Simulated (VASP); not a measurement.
A run of VASP 6.6.1 is set up as follows.

The input INCAR:

```
ALGO = Normal ; EDIFF = 1E-7
ENCUT = 520 ; GGA = RP
ISIF = 2 ; ISMEAR = 1
ISPIN = 2 ; LASPH = T
LCHARG = F ; LMAXMIX = 4
LORBIT = 11 ; LREAL = F
LWAVE = F ; MAGMOM = 5.2 0
NBANDS = 20 ; NELM = 150
PREC = Accurate ; SIGMA = 0.01
```

The input KPOINTS:

```
k-points
0
Gamma
  9 9 9
```

Contents of POSCAR:

```
MnS
1.0
    3.6833190000      0.0000000000      0.0000000000
    1.8416595000      3.1898478242      0.0000000000
    1.8416595000      1.0632826081      3.0074173700
Mn S
1 1
Direct
    0.0000000000      0.0000000000      0.0000000000
    0.5000000000      0.5000000000      0.5000000000
```

Potentials or basis: VASP PAW PBE potentials, release 64 (Mn_pv, S).

Command:

```console
$ cat potpaw_PBE.64/Mn_pv/POTCAR potpaw_PBE.64/S/POTCAR > POTCAR
$ mpirun -np 1 vasp_std > vasp.out
```

Problem. What does it give for the site moments?

Solution. Mn +4.32; S +0.11 μB.

Problem. What does it give for the net moment?

Solution. 4.79 μB per cell.

Problem. Predict the pressure.

Solution. 0.8 GPa.

Caveat: the PAW data sets were made with another functional, which shifts forces and pressure a little; a cell with one magnetic atom can't hold antiferromagnetic order, which such compounds often take.
